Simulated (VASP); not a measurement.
# Si2W (MoSi2 type) (I4/mmm) in VASP: notebook

Si2W (MoSi2 type) is run at these levels: PBE; tasks: single point.

All numbers are computed with VASP 6.6.1; they aren't measurements. Logs are shortened: lines on timing, memory, paths and dates and some standing lists are left out, and cuts for length are marked.

### Step 1. The cell of the first run

It takes space group I4/mmm (No. 139, tetragonal). Conventional cell: a = 2.830 Å, b = 2.830 Å, c = 7.123 Å, α = 90.00°, β = 90.00°, γ = 90.00°. W (site symmetry 4/mmm) has 10 Si at 2.34 to 2.35 Å and 4 W at 2.83 Å within 3.1 Å. Si (site symmetry 4mm) has 9 Si at 2.30 to 2.83 Å and 5 W at 2.34 to 2.35 Å within 3.0 Å.

### Step 2. Single point, PBE

INCAR reads:

```
PREC = Accurate
ENCUT = 520
EDIFF = 1E-7
ISMEAR = -1
SIGMA = 0.05
LREAL = F
LASPH = T
NELM = 60
ALGO = Normal
ISIF = 2
LWAVE = F
LCHARG = F
GGA = PE
NBANDS = 18
```

KPOINTS reads:

```
regular mesh
0
Gamma
  16 16 16
```

POSCAR reads:

```
Si2W
1.0
   -1.4151045147      1.4151045147      3.5617021956
    1.4151045147     -1.4151045147      3.5617021956
    1.4151045147      1.4151045147     -3.5617021956
W Si
1 2
Direct
    0.0000000000      0.0000000000      0.0000000000
    0.3299175207      0.3299175207      0.0000000000
   -0.3299175207     -0.3299175207      0.0000000000
```

Potentials or basis: VASP PAW PBE potentials, release 64 (W_sv, Si).

Launch:

```
> cat potpaw_PBE.64/W_sv/POTCAR potpaw_PBE.64/Si/POTCAR > POTCAR
> mpirun -np 1 vasp_std > vasp.out
```

OUTCAR:

```text
PREC = Accurate
   ENCUT = 520
   EDIFF = 1E-7
   ISMEAR = -1
   LREAL = F
   LASPH = T
   NELM = 60
   ISIF = 2
   GGA = PE

 ion  position               nearest neighbor table
   1  0.000  0.000  0.000-   3 2.34   2 2.34   3 2.34   2 2.34   3 2.34   2 2.34   2 2.34   3 2.34
                             2 2.35   3 2.35
   2  0.330  0.330  0.000-   3 2.30   3 2.30   3 2.30   3 2.30   1 2.34   1 2.34   1 2.34   1 2.34
                             1 2.35   3 2.42
   3  0.670  0.670  0.000-   2 2.30   2 2.30   2 2.30   2 2.30   1 2.34   1 2.34   1 2.34   1 2.34
                             1 2.35   2 2.42

  LATTYP: Found a body centered tetragonal cell.
 ALAT       =     2.8302090294
 C/A-ratio  =     2.5169181206

  Lattice vectors:

 A1 = (  -1.4151045147,   1.4151045147,   3.5617021956)
 A2 = (   1.4151045147,  -1.4151045147,   3.5617021956)
 A3 = (   1.4151045147,   1.4151045147,  -3.5617021956)

Analysis of symmetry for initial positions (statically):
=====================================================================
 Subroutine PRICEL returns:
 Original cell was already a primitive cell.

 Routine SETGRP: Setting up the symmetry group for a
 body centered tetragonal supercell.

 Subroutine GETGRP returns: Found 16 space group operations
 (whereof 16 operations were pure point group operations)
 out of a pool of 16 trial point group operations.

The static configuration has the point symmetry D_4h.

Analysis of symmetry for dynamics (positions and initial velocities):
=====================================================================
 Subroutine PRICEL returns:
 Original cell was already a primitive cell.

 Routine SETGRP: Setting up the symmetry group for a
 body centered tetragonal supercell.

 Subroutine GETGRP returns: Found 16 space group operations
 (whereof 16 operations were pure point group operations)
 out of a pool of 16 trial point group operations.

The dynamic configuration has the point symmetry D_4h.

 Subroutine INISYM returns: Found 16 space group operations
 (whereof 16 operations are pure point group operations),
 and found     1 'primitive' translations

----------------------------------------------------------------------------------------

                                     Primitive cell

  volume of cell :      28.5295

  direct lattice vectors                    reciprocal lattice vectors
[... 81 lines left out ...]
   ISTART =      0    job   : 0-new  1-cont  2-samecut
   ICHARG =      2    charge: 1-file 2-atom 10-const
   ISPIN  =      1    spin polarized calculation?
   LNONCOLLINEAR =      F non collinear calculations
   LSORBIT =      F    spin-orbit coupling
   LASPH  =      T    aspherical Exc in radial PAW
   ENCUT  =  520.0 eV  38.22 Ry    6.18 a.u.   7.60  7.60  7.60*2*pi/ulx,y,z
   NELM   =     60;   NELMIN=  2; NELMDL= -5     # of ELM steps
   EDIFF  = 0.1E-06   stopping-criterion for ELM
   LREAL  =      F    real-space projection
   EDIFFG = 0.1E-05   stopping-criterion for IOM
   NSW    =      0    number of steps for IOM
   IBRION =     -1    ionic relax: 0-MD 1-quasi-New 2-CG
   NFREE  =      0    steps in history (QN), initial steepest desc. (CG)
   ISIF   =      2    stress and relaxation
   ISYM   =      2    0-nonsym 1-usesym 2-fastsym
   POTIM  = 0.5000    time-step for ionic-motion
   TEBEG  =    0.0;   TEEND  =   0.0 temperature during run
   PSTRESS=    0.0 pullay stress
   NELECT =      22.0000    total number of electrons
   NUPDOWN=      -1.0000    fix difference up-down
   EMIN   =  10.00;   EMAX   =-10.00  energy-range for DOS
   EFERMI =   0.00;   METHOD = LEGACY
   ISMEAR =    -1;   SIGMA  =   0.05  broadening in eV -4-tet -1-fermi 0-gaus
   EFERMI_NEDOS =   21; number of points for ismear=-14 and -15
   IALGO  =     38    algorithm
   IMIX   =      4    mixing-type and parameters
     AMIX     =   0.40;   BMIX     =  1.00
     AMIX_MAG =   1.60;   BMIX_MAG =  1.00
  volume/ion in A,a.u.               =       9.51        64.18
  Fermi-wavevector in a.u.,A,eV,Ry     =   1.501242  2.836937 30.663845  2.253729
  Thomas-Fermi vector in A             =   2.612638
   LORBIT       =      0    0 simple, 1 ext, 2 COOP (PROOUT), +10 PAW based schemes
   GGA     = PE    functional components
[... 5 lines left out ...]
 non-spin polarized calculation
  energy-cutoff  :      520.00
  volume of cell :       28.53
 maximum number of plane-waves:       788
   NGX = 15   NGY = 15   NGZ = 15

 number of electron      21.9999999 magnetization

 Free energy of the ion-electron system (eV)
  ---------------------------------------------------
  ext. energy  EPLUGINS =         0.00000000
  ---------------------------------------------------
  free energy    TOTEN  =       -19.93705310 eV

  energy without entropy =      -19.93520985  energy(sigma->0) =      -19.93613147

 E-fermi :  17.7298     XC(G=0): -14.2892

 val. band max:       17.7286148445   @ k =  -0.1250  -0.2500   0.1250
 cond. band min:      17.7479141039   @ k =  -0.1875  -0.3125   0.1875
 fundamental gap:      0.0192992594
 Fermi energy:        17.7297856047

 k-point     1 :       0.0000    0.0000    0.0000
  band No.  band energies     occupation
      1     -55.4608      2.00000
      2     -20.2934      2.00000
      3     -19.8216      2.00000
      4     -19.8216      2.00000
      5       0.4132      2.00000
      6       8.3167      2.00000
[... 481 lines left out ...]
      5       0.5933      2.00000
      6       8.5026      2.00000
[... 10 lines left out ...]
     17      25.6346      0.00000
     18      26.2083      0.00000

 [... further k-points ...]

------------------------ aborting loop because EDIFF is reached ----------------------------------------

  FORCE on cell =-STRESS in cart. coord.  units (eV):
  Direction    XX          YY          ZZ          XY          YZ          ZX
  --------------------------------------------------------------------------------------
  -------------------------------------------------------------------------------------
  Total       30.4585570     30.4585570     30.4150157      0.0000000      0.0000000      0.0000000
  in kB     1710.5086653   1710.5086653   1708.0634483      0.0000000      0.0000000      0.0000000
  external PRESSURE =    1709.6935929 kB  Pullay stress =       0.0000000 kB

 VOLUME and BASIS-vectors are now :
 -----------------------------------------------------------------------------
  energy-cutoff  :      520.00
  volume of cell :       28.53
      direct lattice vectors                 reciprocal lattice vectors
    -1.415104515  1.415104515  3.561702196     0.000000000  0.353330793  0.140382315
     1.415104515 -1.415104515  3.561702196     0.353330793  0.000000000  0.140382315
     1.415104515  1.415104515 -3.561702196     0.353330793  0.353330793  0.000000000

 POSITION                                       TOTAL-FORCE (eV/Angst)
 -----------------------------------------------------------------------------------
      0.00000      0.00000      0.00000         0.000000      0.000000     -0.000000
      0.00000      0.00000      2.35014        -0.000000     -0.000000     -0.024714
      0.00000      0.00000      4.77327         0.000000      0.000000      0.024714
 -----------------------------------------------------------------------------------
    total drift:                               -0.000000     -0.000000      0.000000

  FREE ENERGIE OF THE ION-ELECTRON SYSTEM (eV)
  ---------------------------------------------------
  free  energy   TOTEN  =       -19.9370530976 eV

  energy  without entropy=      -19.9352098506  energy(sigma->0) =      -19.93613147
```

OSZICAR:

```text
N       E                     dE             d eps       ncg     rms          rms(c)
DAV:   1     0.143757199344E+03    0.14376E+03   -0.11101E+04 12564   0.130E+03
DAV:   2    -0.161612917662E+02   -0.15992E+03   -0.15574E+03 14192   0.343E+02
DAV:   3    -0.206404160433E+02   -0.44791E+01   -0.44379E+01 15204   0.524E+01
DAV:   4    -0.206695339000E+02   -0.29118E-01   -0.29100E-01 14646   0.442E+00
DAV:   5    -0.206697421897E+02   -0.20829E-03   -0.20828E-03 14632   0.395E-01    0.490E+01
DAV:   6    -0.200890657613E+02    0.58068E+00   -0.12817E+00 13978   0.987E+00    0.229E+01
DAV:   7    -0.199482340305E+02    0.14083E+00   -0.79144E-02 13948   0.231E+00    0.495E+00
DAV:   8    -0.199374430709E+02    0.10791E-01   -0.62802E-03 14512   0.590E-01    0.351E-01
DAV:   9    -0.199371016956E+02    0.34138E-03   -0.44232E-04 14588   0.169E-01    0.185E-01
DAV:  10    -0.199370537261E+02    0.47970E-04   -0.10203E-04 14522   0.830E-02    0.703E-02
DAV:  11    -0.199370531444E+02    0.58168E-06   -0.76379E-06 14002   0.208E-02    0.159E-02
DAV:  12    -0.199370530976E+02    0.46752E-07   -0.20842E-07 13618   0.351E-03
   1 F= -.19937053E+02 E0= -.19936131E+02  d E =-.184325E-02
```

Run time: 7.5 min. Hardware: 1 thread of AMD EPYC 7R13, shared host; peak memory 0.27 GiB.

Results:

```
Free energy            : -19.9371 eV
Pressure               : 171.0 GPa
Largest force          : 0.025 eV/Å
Band gap on the k mesh : zero (band 11 reaches 19.25 eV, above the bottom of band 12 at 17.02 eV)
```

Forces on the atoms (eV/Å):
```
W    0.000  0.000  0.000
Si   0.000  0.000 -0.025
Si   0.000  0.000  0.025
```

Caveat: spin-orbit coupling is left out, which moves the levels of the heavy elements.

### Step 3. Single point, PBE

INCAR reads:

```
PREC     = Accurate       # precision mode
ENCUT    = 520            # plane-wave cutoff, eV
EDIFF    = 1E-6           # SCF threshold, eV
ISMEAR   = -1             # smearing method
SIGMA    = 0.05           # smearing width, eV
LREAL    = F              # projectors in reciprocal space
LASPH    = T              # aspherical terms in the spheres
NELM     = 60             # most SCF steps
ALGO     = Normal         # electronic algorithm
ISIF     = 2              # what is computed and relaxed
LWAVE    = F              # write WAVECAR
LCHARG   = F              # write CHGCAR
GGA      = PE             # functional
NBANDS   = 18             # bands
```

KPOINTS is that of step 2.

POSCAR reads:

```
Si2W
1.0
   -1.4145354800      1.4145354800      3.5596227920
    1.4145354800     -1.4145354800      3.5596227920
    1.4145354800      1.4145354800     -3.5596227920
W Si
1 2
Direct
    0.0000000000      0.0000000000      0.0000000000
    0.3299640561      0.3299640561      0.0000000000
   -0.3299640561     -0.3299640561      0.0000000000
```

Potentials or basis: VASP PAW PBE potentials, release 64 (W_sv, Si).

Launch:

```
> cat potpaw_PBE.64/W_sv/POTCAR potpaw_PBE.64/Si/POTCAR > POTCAR
> mpirun -np 1 vasp_std > vasp.out
```

Wall time 7.2 min (1 thread of AMD EPYC 7R13, shared host); peak memory 0.28 GiB.

The run converged. Its results:

| Item | Value |
| --- | --- |
| Free energy | -19.8946 eV |
| Pressure | 172.1 GPa |
| Largest force | 0.041 eV/Å |
| Band gap on the k mesh | zero (band 11 reaches 19.27 eV, above the bottom of band 12 at 17.04 eV) |

Forces in eV/Å, atoms in the order of the input:
```
W    0.000  0.000  0.000
Si   0.000  0.000 -0.041
Si   0.000  0.000  0.041
```

Levels at points of the mesh, in eV from the Fermi level:
```csv
k point,band 9,band 10,band 11,band 12,band 13,band 14
"(0.00, 0.00, 0.00)",-3.87,-3.66,1.16,1.29,4.91,4.91
"(0.50, 0.00, 0.00)",-4.44,-3.64,-0.96,3.52,4.17,4.74
"(0.50, 0.50, 0.00)",-5.41,-5.25,-1.11,3.95,4.48,5.06
"(0.50, 0.50, 0.50)",-0.85,-0.85,-0.53,-0.53,1.62,5.40
```

Caveat: spin-orbit coupling is left out, which moves the levels of the heavy elements.
